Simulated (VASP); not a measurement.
Here is a VASP 6.6.1 calculation.

File INCAR:

```
SYSTEM = MgI2
  ALGO = Normal
  EDIFF = 1E-6
  ENCUT = 520
  GGA = PS
  ISIF = 2
  ISMEAR = -1
  LASPH = .True.
  LCHARG = .False.
  LREAL = .False.
  LWAVE = .False.
  NBANDS = 15
  NELM = 60
  PREC = Accurate
  SIGMA = 0.03
```

KPOINTS

```
k-points
0
Gamma
  7 7 4
  0 0 0
```

File POSCAR:

```
MgI2
1.0
    4.1537001214      0.0207685006      0.0207685006
   -2.0588640116      3.5868255745      0.0076017988
    0.0343100000      0.0343100000      6.8620000000
Mg I
1 2
Direct
    0.0000000000      0.0000000000      0.0000000000
    0.3333333333      0.6666666667      0.7576300000
    0.6666666667      0.3333333333      0.2423700000
```

Potentials or basis: VASP PAW PBE potentials, release 64 (Mg, I).

The run is started by

```bash
$ cat potpaw_PBE.64/Mg/POTCAR potpaw_PBE.64/I/POTCAR > POTCAR
$ mpirun -np 1 vasp_std > vasp.out
```

Task: What does it give for the band gap on the k mesh?

Result: 3.44 eV, indirect (least direct gap 3.57 eV).

Task: Predict the pressure.

Result: -0.2 GPa.

Task: Predict the largest force.

Result: 0.053 eV/Å.

Forces in eV/Å, atoms in the order of the input:
```
Mg   0.000  0.000  0.000
I    0.029  0.026  0.036
I   -0.029 -0.026 -0.036
```

Caveat: the cell differs from its parent crystal (equal xy, yz and zx shear strains of +1 %); the PAW data sets were made with another functional, which shifts forces and pressure a little; spin-orbit coupling is left out, which moves the levels of the heavy elements. A k mesh can miss the band edges.
